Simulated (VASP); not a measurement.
Crystal: CO2.

```xyz
12
Lattice="10.9947 0.0000 0.0000 0.0000 3.7668 0.0000 0.0000 0.0000 5.5833" Properties=species:S:1:pos:R:3 pbc="T T T"
C     7.2978    0.8938    0.5710
C     3.6968    2.8730    3.3627
C     9.1942    2.7772    3.3627
C     1.8005    0.9896    0.5710
O     6.2166    1.2344    0.2715
O     4.7781    2.5324    3.0631
O    10.2754    3.1178    3.0631
O     0.7193    0.6490    0.2715
O     8.3840    0.5528    0.8771
O     2.6107    3.2141    3.6688
O     8.1080    2.4362    3.6688
O     2.8866    1.3307    0.8771
```

Base run:

| Property | Result |
| --- | --- |
| Program | VASP 6.6.1 |
| Functional | r2SCAN |
| Potentials or basis | VASP PAW PBE potentials, release 64 (C, O) |
| Cutoff | 520 eV |
| k mesh | 2 × 6 × 4 |
| Occupations | fermi-dirac, width 0.02 eV |
| Spin | no spin polarisation |

Its results: band gap on the k mesh 7.15 eV, direct; pressure -2.1 GPa; largest force 0.766 eV/Å.

**Question.** The run is repeated on the same cell with these changes: functional from r2SCAN to PBE. What comes out?

**Answer.** Band gap on the k mesh 6.45 eV, direct; pressure 0.3 GPa; largest force 0.103 eV/Å.

r2SCAN gives the wider gap, since meta-GGAs in the generalised Kohn-Sham scheme recover part of the derivative discontinuity.

Caveats: the PAW data sets were made with another functional, which shifts forces and pressure a little (some runs).

A k mesh can miss the band edges.
